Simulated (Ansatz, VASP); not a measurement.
**Two plane-wave programs on CsH**

Contents of INCAR:

```
PREC     = Accurate       # precision mode
ENCUT    = 520            # plane-wave cutoff, eV
EDIFF    = 1E-6           # SCF threshold, eV
ISMEAR   = 0              # smearing method
SIGMA    = 0.05           # smearing width, eV
LREAL    = F              # projectors in reciprocal space
LASPH    = T              # aspherical terms in the spheres
NELM     = 80             # most SCF steps
ALGO     = Normal         # electronic algorithm
ISIF     = 2              # what is computed and relaxed
LWAVE    = F              # write WAVECAR
LCHARG   = F              # write CHGCAR
NBANDS   = 12             # bands
```

The input KPOINTS:

```
regular mesh
0
Gamma
  8 8 8
```

The input POSCAR:

```
CsH
1.0
    0.0000000000      2.7849745216      4.1774617824
    2.7849745216      0.0000000000      4.1774617824
    2.7849745216      2.7849745216      0.0000000000
Cs H
1 1
Direct
    0.0000000000      0.0000000000      0.0000000000
    0.5000000000      0.5000000000      0.5000000000
```

Input for Ansatz:

```yaml
crystal:
  lattice:
    - [0.0, 2.7849745216, 4.1774617824]
    - [2.7849745216, 0.0, 4.1774617824]
    - [2.7849745216, 2.7849745216, 0.0]
  atoms:
    - { symbol: Cs, position: [0.0, 0.0, 0.0] }
    - { symbol: H, position: [0.5, 0.5, 0.5] }
basis:
  ecutwfc: 420
kpoints:
  mp_grid: { grid: [8, 8, 8] }
hamiltonian:
  xc: lda
scf:
  occupations: { method: gaussian, width: 0.05 }
output:
  forces: true
  stress: true
  eigenvalues: true
```

Alike in both runs: task single point; functional LDA; k mesh 8 × 8 × 8; occupations gaussian, width 0.05 eV; no spin polarisation.

|  | VASP | Ansatz |
| --- | --- | --- |
| version | VASP 6.6.1 | Ansatz 0.2.0 |
| potentials or method | VASP PAW LDA potentials, release 64 (Cs_sv, H), cutoff 520 eV | scalar-relativistic, plane waves, PAW |
| valence electrons in the cell | 10 | 10 |

|  | VASP | Ansatz | Ansatz less VASP |
| --- | --- | --- | --- |
| gap on the k mesh at the Fermi level (eV) | 1.40 | 1.44 | +0.039 |
| least direct gap on the mesh (eV) | 1.40 | 1.44 | +0.039 |
| pressure (GPa) | 1.9 | 1.8 | -0.10 |
| traceless stress, the component that is largest in VASP (GPa) | -3.46 | -3.33 | +0.135 |

LDA's correlation is that of Perdew and Zunger in VASP and of Perdew and Wang (1992) in Ansatz.

Spin-orbit coupling is off throughout.
